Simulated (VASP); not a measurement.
# Ge (Fd-3m) in VASP: single point with PBE

Aim: the single point of Ge with PBE.

All numbers are computed with VASP 6.6.1; they aren't measurements. Logs are shortened: lines on timing, memory, paths and dates and some standing lists are left out, and cuts for length are marked.

### 1 The cell of the first run

It takes space group Fd-3m (No. 227, cubic). Conventional cell: a = 5.762 Å, b = 5.762 Å, c = 5.762 Å, α = 90.00°, β = 90.00°, γ = 90.00°. Within 3.3 Å of Ge (site symmetry -43m) lie 4 Ge at 2.49 Å.

### 2 Single point, PBE

The input, INCAR:

```
SYSTEM = Ge
ALGO = Normal
EDIFF = 1E-6
ENCUT = 500
GGA = PE
GGA_COMPAT = .FALSE.
ISIF = 2
ISMEAR = 0
LASPH = .TRUE.
LCHARG = .FALSE.
LREAL = .FALSE.
LWAVE = .FALSE.
NBANDS = 51
NELM = 120
PREC = Accurate
SIGMA = 0.1
```

The input, KPOINTS:

```
k-points
0
G
  12 12 4
  0 0 0
```

The input, POSCAR:

```
Ge
1.0
    4.0740338995      0.0000000293      0.0000000000
   -2.0370169751      3.5282168383      0.0000000000
    0.0000000000      0.0000000000      9.9793043331
Ge
6
Direct
    0.0000000000      0.0000000000      0.0000019167
    0.6666666667      0.3333333333      0.0833314167
    0.6666666667      0.3333333333      0.3333352500
    0.3333333333      0.6666666667      0.4166647500
    0.3333333333      0.6666666667      0.6666685833
    1.0000000000      0.0000000000      0.7499980833
```

Potentials or basis: VASP PAW PBE potentials, release 64 (Ge_d).

The run is started by

```
$ cat potpaw_PBE.64/Ge_d/POTCAR > POTCAR
$ mpirun -np 1 vasp_std > vasp.out
```

OUTCAR:

```text
SYSTEM = Ge
   EDIFF = 1E-6
   ENCUT = 500
   GGA = PE
   ISIF = 2
   ISMEAR = 0
   LASPH = .TRUE.
   LREAL = .FALSE.
   NELM = 120
   PREC = Accurate

 ion  position               nearest neighbor table
   1  0.000  0.000  0.000-   2 2.49   2 2.49   2 2.49   6 2.49
   2  0.667  0.333  0.083-   1 2.49   1 2.49   1 2.49   3 2.49
   3  0.667  0.333  0.333-   4 2.49   4 2.49   4 2.49   2 2.49
   4  0.333  0.667  0.417-   3 2.49   3 2.49   3 2.49   5 2.49
   5  0.333  0.667  0.667-   6 2.49   6 2.49   6 2.49   4 2.49
   6  0.000  0.000  0.750-   5 2.49   5 2.49   5 2.49   1 2.49

  LATTYP: Found a hexagonal cell.
 ALAT       =     4.0740338995
 C/A-ratio  =     2.4494897635

  Lattice vectors:

 A1 = (   4.0740338995,   0.0000000293,   0.0000000000)
 A2 = (  -2.0370169751,   3.5282168383,   0.0000000000)
 A3 = (   0.0000000000,   0.0000000000,   9.9793043331)

Analysis of symmetry for initial positions (statically):
=====================================================================
 Subroutine PRICEL returns following result:

  LATTYP: Found a face centered cubic cell.
 ALAT       =     5.7615540274

  Lattice vectors:

 A1 = (   2.0370169580,  -1.1760722695,  -3.3264347784)
 A2 = (   4.0740338989,   0.0000000297,  -0.0000000020)
 A3 = (   2.0370169751,  -3.5282168383,   0.0000000000)

   3 primitive cells build up your supercell.

 Routine SETGRP: Setting up the symmetry group for a
 hexagonal supercell.

 Subroutine GETGRP returns: Found 12 space group operations
 (whereof  6 operations were pure point group operations)
 out of a pool of 24 trial point group operations.

The static configuration has the point symmetry C_3v.
 The point group associated with its full space group is D_3d.

Analysis of symmetry for dynamics (positions and initial velocities):
=====================================================================
 Subroutine PRICEL returns following result:

  LATTYP: Found a face centered cubic cell.
 ALAT       =     5.7615540274

  Lattice vectors:

 A1 = (   2.0370169580,  -1.1760722695,  -3.3264347784)
 A2 = (   4.0740338989,   0.0000000297,  -0.0000000020)
 A3 = (   2.0370169751,  -3.5282168383,   0.0000000000)

   3 primitive cells build up your supercell.

[... 92 lines left out ...]
   total plane-waves  NPLWV =  72000
   dimension x,y,z NGX =    30 NGY =   30 NGZ =   80
   dimension x,y,z NGXF=    60 NGYF=   60 NGZF=  160
   ions per type =               6
   NGX,Y,Z   is equivalent  to a cutoff of  12.24, 12.24, 13.33 a.u.
   NGXF,Y,Z  is equivalent  to a cutoff of  24.48, 24.48, 26.65 a.u.
 SYSTEM =  Ge
   PREC   = accura    normal or accurate (medium, high low for compatibility)
   ISTART =      0    job   : 0-new  1-cont  2-samecut
   ICHARG =      2    charge: 1-file 2-atom 10-const
   ISPIN  =      1    spin polarized calculation?
   LNONCOLLINEAR =      F non collinear calculations
   LSORBIT =      F    spin-orbit coupling
   LASPH  =      T    aspherical Exc in radial PAW
   ENCUT  =  500.0 eV  36.75 Ry    6.06 a.u.   7.43  7.43 18.19*2*pi/ulx,y,z
   NELM   =    120;   NELMIN=  2; NELMDL= -5     # of ELM steps
   EDIFF  = 0.1E-05   stopping-criterion for ELM
   LREAL  =      F    real-space projection
[... 7 lines left out ...]
   TEBEG  =    0.0;   TEEND  =   0.0 temperature during run
   PSTRESS=    0.0 pullay stress
   NELECT =      84.0000    total number of electrons
   NUPDOWN=      -1.0000    fix difference up-down
   EMIN   =  10.00;   EMAX   =-10.00  energy-range for DOS
   EFERMI =   0.00;   METHOD = LEGACY
   ISMEAR =     0;   SIGMA  =   0.10  broadening in eV -4-tet -1-fermi 0-gaus
   EFERMI_NEDOS =   21; number of points for ismear=-14 and -15
   IALGO  =     38    algorithm
   IMIX   =      4    mixing-type and parameters
     AMIX     =   0.40;   BMIX     =  1.00
     AMIX_MAG =   1.60;   BMIX_MAG =  1.00
  volume/ion in A,a.u.               =      23.91       161.33
  Fermi-wavevector in a.u.,A,eV,Ry     =   1.369645  2.588253 25.523525  1.875926
  Thomas-Fermi vector in A             =   2.495501
   LORBIT       =      0    0 simple, 1 ext, 2 COOP (PROOUT), +10 PAW based schemes
   GGA     = PE    functional components
   LHFCALC =     F    Hartree Fock is set to
   AEXX    =    0.0000 exact exchange contribution
   IVDW    =     0    specifies the selected vdW correction
   LEPSILON=     F    determine dielectric tensor
   LRPA    =     F    only Hartree local field effects (RPA)
 non-spin polarized calculation
 Gauss-broadening in eV      SIGMA  =   0.10
  energy-cutoff  :      500.00
  volume of cell :      143.44
 maximum number of plane-waves:      3679
 NGX is ok and might be reduce to    30
   NGX = 15   NGY = 15   NGZ = 37

 number of electron      83.9999934 magnetization

 Free energy of the ion-electron system (eV)
  ---------------------------------------------------
  ext. energy  EPLUGINS =         0.00000000
  ---------------------------------------------------
  free energy    TOTEN  =       -27.10911566 eV

  energy without entropy =      -27.10799604  energy(sigma->0) =      -27.10855585

 E-fermi :   4.4634     XC(G=0):  -9.6691

 val. band max:        4.3561555099   @ k =   0.0833  -0.0000   0.2500
 cond. band min:       4.4750549437   @ k =   0.0000   0.0000   0.0000
 fundamental gap:      0.1188994338
 Fermi energy:         4.4634406941

 k-point     1 :       0.0000    0.0000    0.0000
  band No.  band energies     occupation
      1     -20.2901      2.00000
      2     -20.2901      2.00000
      3     -20.2901      2.00000
      4     -20.2901      2.00000
      5     -20.2711      2.00000
      6     -20.2710      2.00000
[... 1285 lines left out ...]
     50       8.5268      0.00000
     51       8.5536      0.00000

 [... further k-points ...]
[... 5 lines left out ...]
  --------------------------------------------------------------------------------------
  -------------------------------------------------------------------------------------
  Total       -0.0875090     -0.0875090     -0.0996022     -0.0000000      0.0000000     -0.0000000
  in kB       -0.9774243     -0.9774243     -1.1124979     -0.0000000      0.0000000     -0.0000000
  external PRESSURE =      -1.0224489 kB  Pullay stress =       0.0000000 kB

 VOLUME and BASIS-vectors are now :
 -----------------------------------------------------------------------------
  energy-cutoff  :      500.00
  volume of cell :      143.44
      direct lattice vectors                 reciprocal lattice vectors
     4.074033899  0.000000029  0.000000000     0.245456965  0.141714647  0.000000000
    -2.037016975  3.528216838  0.000000000    -0.000000002  0.283429291  0.000000000
     0.000000000  0.000000000  9.979304333     0.000000000  0.000000000  0.100207386

 POSITION                                       TOTAL-FORCE (eV/Angst)
 -----------------------------------------------------------------------------------
      0.00000      0.00000      0.00002        -0.000000      0.000000      0.000504
      2.03702      1.17607      0.83159         0.000000     -0.000000     -0.000504
      2.03702      1.17607      3.32645        -0.000000      0.000000      0.000504
     -0.00000      2.35214      4.15802        -0.000000     -0.000000     -0.000504
     -0.00000      2.35214      6.65289        -0.000000      0.000000      0.000504
      0.00000      0.00000      7.48446         0.000000     -0.000000     -0.000504
 -----------------------------------------------------------------------------------
    total drift:                               -0.000000     -0.000000      0.000001

  FREE ENERGIE OF THE ION-ELECTRON SYSTEM (eV)
  ---------------------------------------------------
  free  energy   TOTEN  =       -27.1091156630 eV

  energy  without entropy=      -27.1079960392  energy(sigma->0) =      -27.10855585
```

Run time: 12 min. Hardware: 1 thread of Oxide Virtual Turin-like, shared host; peak memory 0.42 GiB.

What came out:

| Quantity | Value |
| --- | --- |
| Free energy | -27.1091 eV |
| Pressure | -0.1 GPa |
| Band gap on the k mesh | zero (filled and empty bands touch) |

Caveat: semilocal functionals underestimate gaps, and a narrow one can read as zero.

The gap in the log of VASP goes by the Fermi energy; the results here count the filled bands.